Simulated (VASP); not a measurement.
Ag2Sb, 3 atoms in the cell. It takes space group P6/mmm (No. 191, hexagonal). Conventional cell: a = 4.909 Å, b = 4.909 Å, c = 3.009 Å, α = 90.00°, β = 90.00°, γ = 120.00°. Ag (site symmetry -6m2) has 5 Ag at 2.83 to 3.01 Å and 6 Sb at 3.21 Å within 3.7 Å. Within 4.0 Å of Sb (site symmetry 6/mmm) lie 2 Sb at 3.01 Å and 12 Ag at 3.21 Å. 

```yaml
Program: VASP 6.6.1
Task: relaxation of cell and atoms
Functional: PBE
Potentials_or_basis: VASP PAW PBE potentials, release 64 (Ag, Sb)
Cutoff: 600 eV
k_mesh: 12 × 12 × 16
Occupations: gaussian, width 0.1 eV
Spin: no spin polarisation
Dipole_correction: no
Further_INCAR_settings: ALGO = Normal; EDIFF = 1e-06; IBRION = 2; EDIFFG = -0.01; NSW = 100; ISIF = 3
```

Potentials or basis: VASP PAW PBE potentials, release 64 (Ag, Sb).

Run with:

```console
$ cat potpaw_PBE.64/Ag/POTCAR potpaw_PBE.64/Sb/POTCAR > POTCAR
$ mpirun -np 1 vasp_std > vasp.out
```

Hardware: 1 thread of AMD EPYC 7R43 64-Core Processor (Zen 3), with other jobs on the host.

Problem. Estimate the wall time of this run.

Solution. It took 14 min on 1 thread of AMD EPYC 7R43 64-Core Processor (Zen 3), on a shared host, peak memory 0.34 GiB. Counts: scf iterations 54, k points 171, ion steps 8.
